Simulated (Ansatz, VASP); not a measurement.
CdF2: VASP beside Ansatz

File POSCAR:

```
CdF2
1.0
    0.0000000000      2.8402021114      2.6941776810
    2.8402021114      0.0000000000      2.6941776810
    2.8402021114      2.8402021114      0.0000000000
Cd F
1 2
Direct
    0.0000000000      0.0000000000      0.0000000000
    0.2500000000      0.2500000000      0.2500000000
    0.7500000000      0.7500000000      0.7500000000
```

Contents of INCAR.step1:

```
PREC = Accurate
ENCUT = 520
ISMEAR = 0
SIGMA = 0.01
LREAL = False
LASPH = True
NELM = 100
NBANDS = 20
GGA = PE
ALGO = Normal
EDIFF = 1E-4
LWAVE = True
LCHARG = False
```

Contents of INCAR.step2:

```
PREC = Accurate
ENCUT = 520
EDIFF = 1E-6
ISMEAR = 0
SIGMA = 0.01
LREAL = False
LASPH = True
NELM = 100
ALGO = Normal
ISIF = 2
LWAVE = False
LCHARG = False
METAGGA = R2SCAN
LMIXTAU = True
NBANDS = 20
ISTART = 1
```

The input KPOINTS:

```
regular mesh
0
Gamma
  8 8 8
```

Input for Ansatz:

```yaml
crystal:
  lattice:
    - [0.0, 2.8402021114, 2.694177681]
    - [2.8402021114, 0.0, 2.694177681]
    - [2.8402021114, 2.8402021114, 0.0]
  atoms:
    - { symbol: Cd, position: [0.0, 0.0, 0.0] }
    - { symbol: F, position: [0.25, 0.25, 0.25] }
    - { symbol: F, position: [0.75, 0.75, 0.75] }
kpoints:
  mp_grid: { grid: [8, 8, 8] }
  band_path:
    path:
      - [0.0, 0.0, 0.0]
      - [0.5, 0.0, 0.5]
      - [0.625, 0.25, 0.625]
      - [0.375, 0.375, 0.75]
      - [0.5, 0.5, 0.5]
      - [0.5, 0.25, 0.75]
    npoints: 1
hamiltonian:
  xc: r2scan
scf:
  occupations: { method: fixed }
  n_extra_bands: 4
output:
  forces: true
  stress: true
  eigenvalues: true
```

Change from the starting cell: biaxial_xy strain +5.4%.

Alike in both runs: task single point; functional r2SCAN; k mesh 8 × 8 × 8; no spin polarisation.

|  | VASP | Ansatz |
| --- | --- | --- |
| version | VASP 6.6.1 | Ansatz 0.2.0 |
| potentials or method | VASP PAW PBE potentials, release 64 (Cd, F) | plane waves, PAW |
| plane-wave cutoff (eV) | 520 | 500 |
| occupations | gaussian, width 0.01 eV | fixed |
| valence electrons in the cell | 26 | 34 |

```tsv
	VASP	Ansatz	Ansatz less VASP
gap on the k mesh at the Fermi level (eV)	3.26	3.30	+0.037
pressure (GPa)	-8.8	-9.3	-0.50
traceless stress, the component that is largest in VASP (GPa)	3.75	3.81	+0.054
```

VASP's potentials were made for PBE, not for r2SCAN. VASP's potentials hold 26 valence electrons a cell and Ansatz's 34, so a difference there can come from the potentials and not from the codes.
